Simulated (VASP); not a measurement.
Write the native input for VASP 6.6.1 that does the following.

```
Task                   : single point
Functional             : PBE
Potentials or basis    : VASP PAW PBE potentials, release 64 (Ti_sv, Si, Ir)
Cutoff                 : 500 eV
k mesh                 : 4 × 4 × 4
Occupations            : gaussian, width 0.1 eV
Spin                   : no spin polarisation
Dipole correction      : no
Further INCAR settings : ALGO = Normal; EDIFF = 1e-06; NBANDS = 28
```

The structure of TiSi4Ir lies in POSCAR:

```
TiSi4Ir
1.0
    3.7629528200      0.0000000000      0.0000000000
    0.0000000000      3.7629528200      0.0000000000
    0.0000000000      0.0000000000      5.4006771200
Ti Si Ir
1 4 1
Direct
    0.0000000000      0.0000000000      0.0000000000
    0.5000000000      0.0000000000      0.7338745000
    0.0000000000      0.5000000000      0.2661255000
    0.5000000000      0.0000000000      0.2661255000
    0.0000000000      0.5000000000      0.7338745000
    0.5000000000      0.5000000000      0.5000000000
```

The cell was generated, and may not be a known phase.

One way to write it, as run:

INCAR

```
ALGO = Normal ; EDIFF = 1E-6
ENCUT = 500 ; GGA = PE
GGA_COMPAT = F ; ISIF = 2
ISMEAR = 0 ; LASPH = T
LCHARG = F ; LREAL = F
LWAVE = F ; NBANDS = 28
NELM = 120 ; PREC = Accurate
SIGMA = 0.1
```

KPOINTS

```
k-points
0
Gamma
  4 4 4
```

Potentials or basis: VASP PAW PBE potentials, release 64 (Ti_sv, Si, Ir).

Run with:

```sh
$ cat potpaw_PBE.64/Ti_sv/POTCAR potpaw_PBE.64/Si/POTCAR potpaw_PBE.64/Ir/POTCAR > POTCAR
$ mpirun -np 1 vasp_std > vasp.out
```

It gave:

```yaml
Pressure: 63.4 GPa
Largest_force: 1.285 eV/Å
Band_gap_on_the_k_mesh: zero (an odd number of electrons rules out a gap without spin polarisation)
```

Caveat: the k points lie up to 0.42 Å⁻¹ apart, too coarse for converged energies and pressures of a metal; spin-orbit coupling is left out, which moves the levels of the heavy elements; an odd number of electrons without spin polarisation forces a metal; a magnetic or distorted state may lie lower.

Wall time 22 s on 1 thread of AMD EPYC 9R45 (Zen 5), with other jobs on the host, peak memory 0.16 GiB.
